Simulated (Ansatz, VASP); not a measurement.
**Two plane-wave programs on GeSe**

```xyz
8
Lattice="11.1666 0.0000 0.0000 0.0000 3.8764 0.0000 0.0000 0.0000 4.5397" Properties=species:S:1:pos:R:3 pbc="T T T"
Ge    9.7606    2.9073    2.8268
Ge    6.9893    0.9691    0.5569
Ge    4.1773    2.9073    3.9828
Ge    1.4060    0.9691    1.7130
Se    7.2314    2.9073    2.2779
Se    9.5185    0.9691    4.5478
Se    1.6481    2.9073   -0.0081
Se    3.9352    0.9691    2.2618
```

Alike in both runs: functional PBE; k mesh 4 × 8 × 6; occupations gaussian, width 0.02 eV; no spin polarisation.

Ansatz relaxed the structure, and its values are those at the end. VASP's run is a single point on that final structure, the one shown.

```csv
,VASP,Ansatz
version,VASP 6.6.1,Ansatz 0.2.0
potentials or method,"VASP PAW PBE potentials, release 64 (Ge_d, Se), cutoff 500 eV","scalar-relativistic, plane waves, PAW"
valence electrons in the cell,80,120
```

|  | VASP | Ansatz | Ansatz less VASP |
| --- | --- | --- | --- |
| gap on the k mesh at the Fermi level (eV) | 0.88 | 0.89 | +0.007 |
| least direct gap on the mesh (eV) | 0.98 | 0.99 | +0.009 |
| pressure (GPa) | 0.0 | 0.0 | -0.02 |
| rms of the force components (eV/Å) | 0.011 | 0.003 | -0.0079 |

VASP's potentials hold 80 valence electrons a cell and Ansatz's 120, so a difference there can come from the potentials and not from the codes.
